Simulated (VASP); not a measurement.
Set up this calculation in VASP 6.6.1, as the native input.

| Quantity | Value |
| --- | --- |
| Task | single point |
| Functional | PBEsol |
| Dispersion | D3(BJ) |
| Potentials or basis | VASP PAW PBE potentials, release 64 (Al) |
| Cutoff | 520 eV |
| k mesh | 18 × 18 × 6 |
| Occupations | gaussian, width 0.15 eV |
| Spin | no spin polarisation |
| Dipole correction | no |
| Further INCAR settings | ALGO = Normal; EDIFF = 1e-07; NBANDS = 14 |

The structure of Al lies in POSCAR:

```
Al
1.0
    2.8005805292      0.0000000000      0.0000000000
   -1.4002902646      2.4253738837      0.0000000000
    0.0000000000      0.0000000000      9.3774638441
Al
4
Direct
    0.0000000000      0.0000000000      0.0000000000
    0.3333333333      0.6666666667      0.2500000000
    0.0000000000      0.0000000000      0.5000000000
    0.6666666667      0.3333333333      0.7500000000
```

This cell differs from its parent crystal: volume 15.924 Å^3 an atom, c/a of the conventional cell 3.3484.

One way to write it, as run:

INCAR

```
SYSTEM = Al
PREC     = Accurate       ! precision mode
ENCUT    = 520            ! plane-wave cutoff, eV
EDIFF    = 1E-7           ! SCF threshold, eV
ISMEAR   = 0              ! smearing method
SIGMA    = 0.15           ! smearing width, eV
LREAL    = .False.        ! projectors in reciprocal space
LASPH    = .True.         ! aspherical terms in the spheres
NELM     = 100            ! most SCF steps
ALGO     = Normal         ! electronic algorithm
ISIF     = 2              ! what is computed and relaxed
LWAVE    = .False.        ! write WAVECAR
LCHARG   = .False.        ! write CHGCAR
GGA      = PS             ! functional
IVDW     = 12             ! dispersion correction
NBANDS   = 14             ! bands
```

KPOINTS

```
Automatic mesh
0
Gamma
  18 18 6
  0 0 0
```

Potentials or basis: VASP PAW PBE potentials, release 64 (Al).

The run is started by

```console
$ cat potpaw_PBE.64/Al/POTCAR > POTCAR
$ mpirun -np 1 vasp_std > vasp.out
```

Results of the run:

```json
{
  "Pressure": "-1.6 GPa",
  "Band gap on the k mesh": "zero (band 6 reaches 11.99 eV, above the bottom of band 7 at 6.81 eV)",
  "Dispersion energy per atom": "-0.329 eV"
}
```

Caveat: the PAW data sets were made with another functional, which shifts forces and pressure a little; pairwise dispersion overbinds metals, which lowers pressure and volume.

Run time: 74 s on 1 thread of AMD EPYC 9R45 96-Core Processor (Zen 5) (shared host), peak memory 0.22 GiB.
